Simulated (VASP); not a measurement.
Set up this calculation in VASP 6.6.1, as the native input.

```
Task                   : single point
Functional             : PBE
Potentials or basis    : VASP PAW PBE potentials, release 64 (Fe, O)
Cutoff                 : 520 eV
k mesh                 : 11 × 11 × 11
Occupations            : fermi-dirac, width 0.05 eV
Spin                   : collinear spin, ferromagnetic start
Starting moments       : [3.0, 0.0] μB
Dipole correction      : no
Further INCAR settings : ALGO = Normal; EDIFF = 1e-06; NBANDS = 18
```

The structure of FeO lies in POSCAR:

```
FeO
1.0
    0.0000000000      2.1837639411      2.1837639411
    2.1837639411      0.0000000000      2.1837639411
    2.1837639411      2.1837639411      0.0000000000
Fe O
1 1
Direct
    0.0000000000      0.0000000000      0.0000000000
    0.5000000000      0.5000000000      0.5000000000
```

One way to write it, as run:

INCAR

```
SYSTEM = FeO
PREC     = Accurate       ! precision mode
ENCUT    = 520            ! plane-wave cutoff, eV
EDIFF    = 1E-6           ! SCF threshold, eV
ISMEAR   = -1             ! smearing method
SIGMA    = 0.05           ! smearing width, eV
LREAL    = .FALSE.        ! projectors in reciprocal space
LASPH    = .TRUE.         ! aspherical terms in the spheres
NELM     = 150            ! most SCF steps
ALGO     = Normal         ! electronic algorithm
ISIF     = 2              ! what is computed and relaxed
LWAVE    = .FALSE.        ! write WAVECAR
LCHARG   = .TRUE.         ! write CHGCAR
ISPIN    = 2              ! spin polarisation
MAGMOM   = 3 0            ! initial moments
LORBIT   = 11             ! projections on sites
LMAXMIX  = 4              ! l up to which the mixer works
GGA      = PE             ! functional
LELF     = .TRUE.         ! ELF
LVHAR    = .TRUE.       
NBANDS   = 18             ! bands
```

KPOINTS

```
Automatic mesh
0
G
  11 11 11
  0 0 0
```

Potentials or basis: VASP PAW PBE potentials, release 64 (Fe, O).

Launch:

```bash
$ cat potpaw_PBE.64/Fe/POTCAR potpaw_PBE.64/O/POTCAR > POTCAR
$ mpirun -np 1 vasp_std > vasp.out
```

Results of the run:

```
Pressure                                              : -6.8 GPa
Band gap on the k mesh                                : zero (filled and empty bands overlap)
Net moment                                            : 4.00 μB per cell
Site moments                                          : Fe +3.62; O +0.29 μB
Valence electrons inside the program's atomic spheres : Fe 6.67; O 4.97
```

Caveat: a cell with one magnetic atom can't hold antiferromagnetic order, which such compounds often take; semilocal functionals often make such compounds metallic where correlation or magnetic order opens a gap, which also shifts bond lengths.

Run time: 39 s on 1 thread of Intel(R) Xeon(R) Platinum 8259CL CPU @ 2.50GHz (Skylake/Cascade Lake), with other jobs on the host, peak memory 0.16 GiB.
